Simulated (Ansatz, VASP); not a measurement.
Two plane-wave programs on ZnO

```
Zn O
1.0
     3.23047    0.00000    0.00000
    -1.61524    2.79767    0.00000
     0.00000    0.00000    5.00551
Zn O
2 2
Direct
  0.66667 0.33333 0.49465
  0.33333 0.66667 0.99465
  0.66667 0.33333 0.88566
  0.33333 0.66667 0.38566
```

Change from the starting cell: strain along c alone, the other axes held, atoms relaxed: -4.0 %.

Alike in both runs: functional PBEsol; k mesh 12 × 12 × 6; occupations gaussian, width 0.02 eV; no spin polarisation.

Ansatz relaxed the structure, and its values are those at the end. VASP's run is a single point on that final structure, the one shown.

```csv
,VASP,Ansatz
version,VASP 6.6.1,Ansatz 0.2.0
potentials or method,"VASP PAW PBE potentials, release 64 (Zn, O_h), cutoff 910 eV","scalar-relativistic, plane waves, PAW"
valence electrons in the cell,36,36
```

|  | VASP | Ansatz | Ansatz less VASP |
| --- | --- | --- | --- |
| gap on the k mesh at the Fermi level (eV) | 0.80 | 0.81 | +0.011 |
| least direct gap on the mesh (eV) | 0.80 | 0.81 | +0.011 |
| rms of the force components (eV/Å) | 0.003 | 0.000 | -0.0035 |

VASP's potentials were made for PBE, not for PBEsol. Ansatz's warnings: stress scf threshold loose.

Noted on VASP's run: the cutoff is short for stress, so the pressure is rough.
